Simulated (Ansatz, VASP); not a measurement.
**B in VASP and in Ansatz**

File INCAR:

```
ALGO = Normal
EDIFF = 1E-6
ENCUT = 520
GGA = PE
ISIF = 2
ISMEAR = -1
LASPH = T
LCHARG = T
LELF = T
LREAL = F
LVHAR = T
LWAVE = F
NBANDS = 10
NELM = 60
PREC = Accurate
SIGMA = 0.05
```

KPOINTS

```
k-points
0
Gamma
  18 18 18
```

File POSCAR:

```
B
1.0
    0.0000000000      1.5521959816      1.5521959816
    1.5521959816      0.0000000000      1.5521959816
    1.5521959816      1.5521959816      0.0000000000
B
2
Direct
   -0.1250000000     -0.1250000000     -0.1250000000
    0.1250000000      0.1250000000      0.1250000000
```

Input for Ansatz:

```yaml
crystal:
  lattice:
    - [0.0, 1.5521959816, 1.5521959816]
    - [1.5521959816, 0.0, 1.5521959816]
    - [1.5521959816, 1.5521959816, 0.0]
  atoms:
    - { symbol: B, position: [-0.125, -0.125, -0.125] }
    - { symbol: B, position: [0.125, 0.125, 0.125] }
kpoints:
  mp_grid: { grid: [18, 18, 18] }
scf:
  occupations: { method: fermi_dirac, width: 0.05 }
hamiltonian:
  xc: pbe
  pseudopotentials: { kind: all_electron, lapw: { basis_error: 0.001 } }
output:
  forces: true
  stress: true
  eigenvalues: true
  populations: true
```

Change from the starting cell: volume scaled by 0.45, LAPW.

Alike in both runs: task single point; functional PBE; k mesh 18 × 18 × 18; occupations fermi-dirac, width 0.05 eV; no spin polarisation.

```csv
,VASP,Ansatz
version,VASP 6.6.1,Ansatz 0.2.0
potentials or method,"VASP PAW PBE potentials, release 64 (B), cutoff 520 eV","all-electron LAPW, scalar-relativistic"
```

|  | VASP | Ansatz | Ansatz less VASP |
| --- | --- | --- | --- |
| pressure (GPa) | 550.2 | 547.6 | -2.56 |

Both programs put the cell under a high pressure, so it lies far from rest at this level. Ansatz ran all-electron here, and VASP with PAW potentials.

Noted on VASP's run: the cell as given lies far from equilibrium.
